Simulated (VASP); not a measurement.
Set up this calculation in VASP 6.6.1, as the native input.

| Item | Value |
| --- | --- |
| Task | single point |
| Functional | PBEsol |
| Potentials or basis | VASP PAW PBE potentials, release 64 (Fe_sv) |
| Cutoff | 600 eV |
| k mesh | 11 × 11 × 11 |
| Occupations | fermi-dirac, width 0.05 eV |
| Spin | collinear spin, ferromagnetic start |
| Starting moments | [3.8] μB |
| Fixed moment | 3.8 μB |
| Dipole correction | no |
| Second run | valence_matched |
| Further INCAR settings | ALGO = Normal; EDIFF = 1e-06; NBANDS = 18 |

The structure of Fe lies in POSCAR:

```
Fe
1.0
   -1.4430000000      1.4430000000      1.4430000000
    1.4430000000     -1.4430000000      1.4430000000
    1.4430000000      1.4430000000     -1.4430000000
Fe
1
Direct
    0.0000000000      0.0000000000      0.0000000000
```

One way to write it, as run:

INCAR

```
SYSTEM = Fe
ALGO = Normal
EDIFF = 1E-6
ENCUT = 600
GGA = PS
GGA_COMPAT = .FALSE.
ISIF = 2
ISMEAR = -1
ISPIN = 2
LASPH = .TRUE.
LCHARG = .FALSE.
LMAXMIX = 4
LORBIT = 11
LREAL = .FALSE.
LWAVE = .FALSE.
MAGMOM = 3.8
NBANDS = 18
NELM = 200
NUPDOWN = 3.8
PREC = Accurate
SIGMA = 0.05
```

KPOINTS

```
k-points
0
G
  11 11 11
  0 0 0
```

Potentials or basis: VASP PAW PBE potentials, release 64 (Fe_sv).

Run with:

```sh
$ cat potpaw_PBE.64/Fe_sv/POTCAR > POTCAR
$ mpirun -np 1 vasp_std > vasp.out
```

It gave:

```
Pressure                                              : 28.2 GPa
Net moment                                            : 3.80 μB per cell
Site moments                                          : Fe +3.33 μB
Valence electrons inside the program's atomic spheres : Fe 13.65
```

Caveat: the PAW data sets were made with another functional, which shifts forces and pressure a little; the total moment is fixed, so each spin has its own Fermi level.

It took 21 s on 1 thread of Intel(R) Xeon(R) Platinum 8259CL CPU @ 2.50GHz (Skylake/Cascade Lake), on a shared host, peak memory 0.14 GiB.
